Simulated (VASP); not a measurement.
# Mg7ZnO8 (P1) in VASP: further runs, part 2 of 3

VASP 6.6.1. The steps go on from the part before.

**3. Single point, PBEsol**

Input file INCAR:

```
SYSTEM = Mg7ZnO8
  PREC = Accurate
  ENCUT = 700
  EDIFF = 1E-6
  ISMEAR = -1
  SIGMA = 0.05
  LREAL = Auto
  LASPH = .TRUE.
  NELM = 120
  ALGO = Normal
  ISIF = 2
  LWAVE = .FALSE.
  LCHARG = .FALSE.
  GGA = PS
  NBANDS = 276
  ISYM = -1
  GGA_COMPAT = .FALSE.
```

Input file KPOINTS:

```
explicit points
1
Reciprocal
  0.25000000   0.25000000   0.25000000 1
```

Input file POSCAR:

```
Mg7ZnO8
1.0
    9.8629153520      0.0000000000      0.0000000000
    0.0000000000     11.3869067824      0.0000000000
    0.0000000000      0.0000000000     10.1371516773
Zn Mg O
6 42 48
Direct
    0.1668220000      0.0828110000      0.2456110000
    0.1663420000      0.0829140000      0.7456200000
    0.6666290000      0.8325830000      0.2481800000
    0.9999000000      0.6667190000      0.9976960000
    0.6667330000      0.1666270000      0.9978180000
    0.3330840000      0.6666330000      0.4986130000
    0.0008280000      0.3331330000      0.2466910000
    0.0008300000      0.3329420000      0.7457900000
    0.4997020000      0.0822170000      0.2454730000
    0.5012140000      0.0832950000      0.7460230000
    0.3325250000      0.3328100000      0.2460800000
    0.3321680000      0.3332510000      0.7464110000
    0.1685330000      0.5838580000      0.2450350000
    0.1646450000      0.5842000000      0.7449490000
    0.9993680000      0.8339210000      0.2450670000
    0.9991610000      0.8328270000      0.7464570000
    0.8331420000      0.0826080000      0.2454530000
    0.8322660000      0.0829320000      0.7460580000
    0.6663730000      0.3342970000      0.2454340000
    0.6668080000      0.3318540000      0.7459540000
    0.4977030000      0.5843410000      0.2460040000
    0.5006330000      0.5824800000      0.7453320000
    0.3338220000      0.8317640000      0.2462860000
    0.3340130000      0.8349900000      0.7452520000
    0.8335330000      0.5833120000      0.2453580000
    0.8345370000      0.5835330000      0.7459280000
    0.6665560000      0.8326000000      0.7432730000
    0.0006640000      0.1660450000      0.4950620000
    0.0003030000      0.1661170000      0.9953560000
    0.3326550000      0.1656010000      0.4954830000
    0.3327080000      0.1665550000      0.9949190000
    0.1674630000      0.4167460000      0.4961360000
    0.1657030000      0.4169430000      0.9962710000
    0.0000540000      0.6674680000      0.4939980000
    0.6664410000      0.1666360000      0.4938800000
    0.4989400000      0.4160060000      0.4962910000
    0.4992910000      0.4162370000      0.9963390000
    0.3332520000      0.6675250000      0.9931800000
    0.1658870000      0.9164170000      0.4952580000
    0.1673400000      0.9166250000      0.9953670000
    0.8334020000      0.4164800000      0.4962710000
    0.8347120000      0.4157550000      0.9963360000
    0.6666210000      0.6659360000      0.4953090000
    0.6665690000      0.6676180000      0.9960200000
    0.4999780000      0.9163560000      0.4952850000
    0.5020520000      0.9158390000      0.9959950000
    0.8339750000      0.9171600000      0.4953870000
    0.8304080000      0.9150480000      0.9959600000
    0.9995130000      0.1664860000      0.1916630000
    0.9990890000      0.1663950000      0.6916510000
    0.3338130000      0.1663650000      0.1911230000
    0.3339390000      0.1665160000      0.6921690000
    0.1666740000      0.4169670000      0.1925040000
    0.1665060000      0.4172990000      0.6922590000
    0.0006210000      0.6667620000      0.1952660000
    0.9994670000      0.6673020000      0.6893390000
    0.6663410000      0.1668720000      0.1954240000
    0.6668090000      0.1662760000      0.6895430000
    0.4991180000      0.4171100000      0.1927540000
    0.4997360000      0.4155270000      0.6926950000
    0.3331180000      0.6669870000      0.1885170000
    0.3332100000      0.6670660000      0.6961850000
    0.1672580000      0.9156380000      0.1916270000
    0.1659460000      0.9157850000      0.6915420000
    0.8339390000      0.4163950000      0.1923770000
    0.8335590000      0.4162520000      0.6930580000
    0.6660560000      0.6659580000      0.1925340000
    0.6671210000      0.6655070000      0.6914720000
    0.5000330000      0.9157060000      0.1923150000
    0.5003990000      0.9171330000      0.6912010000
    0.8324960000      0.9162870000      0.1917310000
    0.8334010000      0.9165710000      0.6918300000
    0.1666790000      0.0826120000      0.4420810000
    0.1664550000      0.0828710000      0.9421250000
    0.0004850000      0.3332600000      0.4429080000
    0.0004490000      0.3325700000      0.9420160000
    0.4994070000      0.0827820000      0.4414410000
    0.5000520000      0.0829550000      0.9425930000
    0.3329500000      0.3323490000      0.4423290000
    0.3324260000      0.3334880000      0.9426140000
    0.1669820000      0.5832940000      0.4416620000
    0.1661210000      0.5833920000      0.9414000000
    0.9997080000      0.8338900000      0.4408720000
    0.9993430000      0.8338290000      0.9429550000
    0.8336210000      0.0834190000      0.4413780000
    0.8332150000      0.0823250000      0.9426840000
    0.6663200000      0.3339470000      0.4419510000
    0.6668180000      0.3334940000      0.9427090000
    0.4993900000      0.5829270000      0.4424670000
    0.5004830000      0.5829070000      0.9419150000
    0.3330550000      0.8331670000      0.4423910000
    0.3342520000      0.8345150000      0.9414160000
    0.8333980000      0.5829260000      0.4415630000
    0.8330160000      0.5829020000      0.9427860000
    0.6670570000      0.8330310000      0.4454110000
    0.6661470000      0.8324740000      0.9386480000
```

Potentials or basis: VASP PAW PBE potentials, release 64 (Zn, Mg, O).

Launch:

```
> cat potpaw_PBE.64/Zn/POTCAR potpaw_PBE.64/Mg/POTCAR potpaw_PBE.64/O/POTCAR > POTCAR
> mpirun -np 1 vasp_std > vasp.out
```

Run time: 13 min. Hardware: 1 thread of AMD EPYC 9R45 (Zen 5), shared host; peak memory 1.6 GiB.

The run converged. Its results:

- Free energy: -574.3198 eV
- Pressure: -0.3 GPa
- Largest force: 0.067 eV/Å
- Band gap on the k mesh: 3.68 eV

Forces in eV/Å, atoms in the order of the input:
```
Zn  -0.002 -0.003 -0.007
Zn   0.002 -0.001 -0.008
Zn   0.001  0.005  0.004
Zn  -0.002 -0.003 -0.005
Zn  -0.001 -0.001 -0.006
Zn   0.002 -0.004 -0.006
Mg  -0.002  0.000  0.002
Mg  -0.001  0.000  0.002
Mg  -0.001  0.000  0.002
Mg   0.001  0.001  0.001
Mg   0.001  0.000  0.001
Mg   0.000  0.000  0.002
Mg   0.000  0.000  0.002
Mg   0.000  0.001  0.003
Mg   0.001 -0.001  0.003
Mg   0.000  0.001  0.001
Mg   0.000  0.001  0.003
Mg  -0.001  0.001  0.000
Mg   0.000 -0.001  0.003
Mg   0.000  0.001  0.001
Mg   0.000  0.000  0.000
Mg   0.001  0.000  0.003
Mg  -0.001  0.001 -0.001
Mg   0.000 -0.002  0.003
Mg   0.000  0.001  0.003
Mg   0.000  0.001  0.001
Mg   0.000  0.001  0.003
Mg  -0.002  0.001  0.001
Mg   0.000  0.001  0.002
Mg   0.001  0.002  0.002
Mg   0.001  0.001  0.002
Mg  -0.001 -0.001  0.002
Mg   0.001 -0.001  0.002
Mg  -0.001  0.000  0.000
Mg   0.000  0.001  0.001
Mg   0.001 -0.002  0.002
Mg   0.000  0.000  0.003
Mg   0.001  0.000  0.001
Mg   0.000 -0.001  0.002
Mg   0.000  0.000  0.002
Mg   0.000 -0.001  0.002
Mg  -0.001 -0.001  0.002
Mg   0.001  0.002  0.003
Mg  -0.001 -0.001  0.000
Mg   0.000  0.000  0.003
Mg  -0.003 -0.002  0.001
Mg   0.000  0.000  0.003
Mg   0.002 -0.001  0.001
O   -0.053  0.035 -0.020
O   -0.053  0.035 -0.019
O    0.054  0.035 -0.019
O    0.052  0.034 -0.020
O    0.000  0.000  0.000
O    0.001 -0.001  0.001
O    0.001  0.001  0.059
O    0.002  0.005 -0.002
O   -0.001  0.003  0.059
O    0.000  0.009 -0.002
O    0.001 -0.002 -0.001
O    0.001  0.000 -0.002
O    0.001  0.007  0.000
O    0.001  0.002  0.062
O   -0.001 -0.063 -0.020
O    0.002 -0.065 -0.018
O    0.000  0.000 -0.001
O   -0.001 -0.002  0.000
O    0.000 -0.061 -0.021
O   -0.002  0.004  0.000
O   -0.054  0.029 -0.020
O   -0.001 -0.001  0.002
O    0.055  0.029 -0.019
O    0.000 -0.002  0.001
O    0.000  0.000  0.058
O    0.000  0.003  0.057
O   -0.001 -0.006 -0.001
O   -0.003 -0.004  0.002
O    0.000  0.002 -0.005
O   -0.054 -0.027 -0.021
O    0.002 -0.003  0.001
O    0.001 -0.006 -0.002
O   -0.054 -0.028 -0.023
O    0.054 -0.029 -0.023
O    0.001 -0.002 -0.002
O    0.001  0.058 -0.021
O    0.000  0.003 -0.004
O    0.053 -0.032 -0.023
O    0.000 -0.002 -0.001
O   -0.001  0.057 -0.020
O    0.053 -0.029 -0.023
O   -0.001  0.002 -0.005
O    0.001  0.056 -0.020
O   -0.001 -0.002 -0.003
O    0.000  0.002 -0.005
O   -0.054 -0.029 -0.022
O   -0.001 -0.008  0.059
O    0.000  0.000 -0.001
```

Stress tensor (GPa, compression positive):
```
-0.35 -0.01 -0.01
-0.01 -0.34 -0.01
-0.01 -0.01 -0.26
```

Levels at points of the mesh, in eV from the valence-band top:
```tsv
k point	band 219	band 220	band 221	band 222	band 223	band 224	band 225	band 226
(0.25, 0.25, 0.25)	-0.09	-0.07	-0.06	0.00	3.68	4.71	4.90	4.99
```

Caveat: the PAW data sets were made with another functional, which shifts forces and pressure a little; a shifted mesh leaves out Γ, where band edges can lie.

(Continued in part 3 of 3.)
